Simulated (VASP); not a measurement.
Here is a VASP 6.6.1 calculation.

INCAR

```
PREC = Accurate ; ENCUT = 520
EDIFF = 1E-6 ; ISMEAR = 0
SIGMA = 0.1 ; LREAL = F
LASPH = T ; NELM = 150
ALGO = Normal ; ISIF = 2
LWAVE = F ; LCHARG = F
ISPIN = 2 ; MAGMOM = 0 0 2
LORBIT = 11 ; LMAXMIX = 4
GGA = PE ; NBANDS = 25
```

File KPOINTS:

```
Automatic mesh
0
Gamma
  6 6 2
```

The input POSCAR:

```
Rb2Ni
1.0
    4.0488632968      0.0000000000      0.0000000000
   -2.0244316484      3.5064184715      0.0000000000
    0.0000000000      0.0000000000     10.4902429738
Rb Ni
2 1
Direct
    0.0000000000      0.0000000000      0.7834416469
    0.0000000000      0.0000000000      0.2165583531
    0.0000000000      0.0000000000      0.5000000000
```

Potentials or basis: VASP PAW PBE potentials, release 64 (Rb_sv, Ni).

Run with:

```sh
$ cat potpaw_PBE.64/Rb_sv/POTCAR potpaw_PBE.64/Ni/POTCAR > POTCAR
$ mpirun -np 1 vasp_std > vasp.out
```

Task: Predict the site moments.

Result: Rb -0.00; Ni +0.79 μB.

Task: Predict the net moment.

Result: 0.84 μB per cell.

Forces in eV/Å, atoms in the order of the input:
```
Rb   0.000  0.000  0.071
Rb   0.000  0.000 -0.071
Ni   0.000  0.000  0.000
```
